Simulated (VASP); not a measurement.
Os: relaxation of cell and atoms with PBE

The system is Os.

```xyz
1
Lattice="-1.5180 1.5180 1.5180 1.5180 -1.5180 1.5180 1.5180 1.5180 -1.5180" Properties=species:S:1:pos:R:3 pbc="T T T"
Os    0.0000    0.0000    0.0000
```

```
Program                : VASP 6.6.1
Task                   : relaxation of cell and atoms
Functional             : PBE
Potentials or basis    : VASP PAW PBE potentials, release 64 (Os)
Cutoff                 : 600 eV
k mesh                 : 14 × 14 × 14
Occupations            : fermi-dirac, width 0.1 eV
Spin                   : no spin polarisation
Dipole correction      : no
Further INCAR settings : ALGO = Normal; EDIFF = 1e-06; IBRION = 2; EDIFFG = -0.01; NSW = 80; ISIF = 3
```

```json
{
  "Relaxed volume": "14.80 Å³/atom",
  "Relaxed cell": "a = 2.679 Å, b = 2.679 Å, c = 2.679 Å, α = 109.47°, β = 109.47°, γ = 109.47°",
  "Space group after relaxing (to 0.05 Å)": "Im-3m (No. 229)",
  "Energy gained by relaxing": "54.3 meV/atom",
  "Ionic steps": "17",
  "Pressure after relaxing": "0.0 GPa",
  "Band gap on the k mesh": "zero (band 4 reaches 11.24 eV, above the bottom of band 5 at 7.00 eV)"
}
```

The path:
```csv
step,energy change (eV),largest force (eV/Å),pressure (GPa),volume (Å³)
1,0.0000,0.0000,22.89,13.99
2,0.5887,0.0000,-45.07,18.44
3,-0.0537,0.0000,-2.09,14.88
4,-0.0543,0.0000,-0.18,14.80
5,-0.0543,0.0000,0.22,14.79
6,-0.0543,0.0000,0.22,14.79
7,-0.0543,0.0000,0.21,14.79
8,-0.0543,0.0000,0.19,14.79
9,-0.0543,0.0000,0.19,14.79
10,-0.0543,0.0000,0.19,14.79
11,-0.0543,0.0000,0.18,14.79
12,-0.0543,0.0000,0.18,14.79
13,-0.0543,0.0000,0.18,14.79
14,-0.0543,0.0000,0.17,14.79
15,-0.0543,0.0000,0.16,14.79
16,-0.0543,0.0000,0.13,14.79
17,-0.0543,0.0000,-0.03,14.80
```

Final structure:
```xyz
1
Lattice="-1.5466 1.5466 1.5466 1.5466 -1.5466 1.5466 1.5466 1.5466 -1.5466" Properties=species:S:1:pos:R:3 pbc="T T T"
Os    0.0000    0.0000    0.0000
```

Levels at points of the mesh, in eV from the Fermi level:
| k point | band 1 | band 2 | band 3 | band 4 | band 5 | band 6 | band 7 | band 8 |
| --- | --- | --- | --- | --- | --- | --- | --- | --- |
| (0.00, 0.00, 0.00) | -10.71 | -3.24 | -3.24 | -3.24 | -0.06 | -0.06 | 16.20 | 16.20 |
| (0.50, 0.00, 0.00) | -7.52 | -5.24 | -0.20 | -0.20 | 0.55 | 3.13 | 8.71 | 12.44 |
| (0.50, 0.50, 0.50) | -7.09 | -7.09 | 2.33 | 2.33 | 2.33 | 7.78 | 7.78 | 7.78 |

Run time: 2.4 min on 1 thread of AMD EPYC 7R13, with other jobs on the host, peak memory 0.13 GiB.

Caveat: spin-orbit coupling is left out, which moves the levels of the heavy elements.
